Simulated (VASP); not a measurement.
Set up this calculation in VASP 6.6.1, as the native input.

| Quantity | Value |
| --- | --- |
| Task | single point |
| Functional | PBE |
| Dispersion | D3(BJ) |
| Potentials or basis | VASP PAW PBE potentials, release 64 (C) |
| Cutoff | 520 eV |
| k mesh | 12 × 12 × 1 |
| Occupations | gaussian, width 0.05 eV |
| Spin | no spin polarisation |
| Dipole correction | yes |
| Further INCAR settings | ALGO = Normal; EDIFF = 1e-06; NBANDS = 11 |

The structure of C lies in POSCAR:

```
C
1.0
    2.4657106113     -0.0000000029      0.0000000000
   -1.2328553031      2.1353680292      0.0000000000
    0.0000000000      0.0000000000     17.0000000000
C
2
Direct
    0.0000000000      0.0000000000      0.5000000000
    0.3333333333      0.6666666667      0.5000000000
```

These files were run (other wordings do the same):

INCAR

```
PREC = Accurate ; ENCUT = 520
EDIFF = 1E-6 ; ISMEAR = 0
SIGMA = 0.05 ; LREAL = F
LASPH = T ; NELM = 80
ALGO = Normal ; ISIF = 2
LWAVE = F ; LCHARG = F
LDIPOL = T ; IDIPOL = 3
DIPOL = 0.5 0.5 0.500 ; GGA = PE
IVDW = 12 ; NBANDS = 11
```

KPOINTS

```
Automatic mesh
0
Gamma
  12 12 1
```

Potentials or basis: VASP PAW PBE potentials, release 64 (C).

Launch:

```sh
$ cat potpaw_PBE.64/C/POTCAR > POTCAR
$ mpirun -np 1 vasp_std > vasp.out
```

Results of the run:

| Item | Value |
| --- | --- |
| Band gap on the k mesh | zero (filled and empty bands touch) |
| Dispersion energy per atom | -0.089 eV |

It took 21 s on 1 thread of Intel(R) Xeon(R) Platinum 8488C (Sapphire Rapids), with other jobs on the host, peak memory 0.18 GiB.
